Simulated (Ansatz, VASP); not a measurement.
# One calculation of HfSn2S6, two programs

```
Hf Sn S
1.0
     3.68495    0.00000    0.00000
    -1.84248    3.19126    0.00000
     0.00000    0.00000   20.80873
Hf Sn S
1 2 6
Cartesian
  0.0000 0.0000 0.0000
  0.0000 0.0000 13.9041
  0.0000 0.0000 6.9046
  0.0000 2.1275 15.3883
  0.0000 2.1275 1.4314
  0.0000 2.1275 8.3888
  1.8425 1.0638 19.3773
  1.8425 1.0638 5.4204
  1.8425 1.0638 12.4199
```

Alike in both runs: functional PBE; k mesh 12 × 12 × 2; no spin polarisation.

Ansatz relaxed the structure, and its values are those at the end. VASP's run is a single point on that final structure, the one shown.

|  | VASP | Ansatz |
| --- | --- | --- |
| version | VASP 6.6.1 | Ansatz 0.2.0 |
| potentials or method | VASP PAW PBE potentials, release 64 (Hf_pv, Sn_d, S), cutoff 520 eV | scalar-relativistic, plane waves, PAW |
| occupations | gaussian, width 0.01 eV | fixed |
| valence electrons in the cell | 74 | 90 |

|  | VASP | Ansatz | Ansatz less VASP |
| --- | --- | --- | --- |
| gap on the k mesh at the Fermi level (eV) | 1.23 | 1.21 | -0.023 |
| least direct gap on the mesh (eV) | 1.77 | 1.77 | +0.001 |
| pressure (GPa) | -0.2 | 0.0 | +0.23 |
| rms of the force components (eV/Å) | 0.018 | 0.000 | -0.0180 |

VASP's potentials hold 74 valence electrons a cell and Ansatz's 90, so a difference there can come from the potentials and not from the codes.

Neither program's run includes spin-orbit coupling.
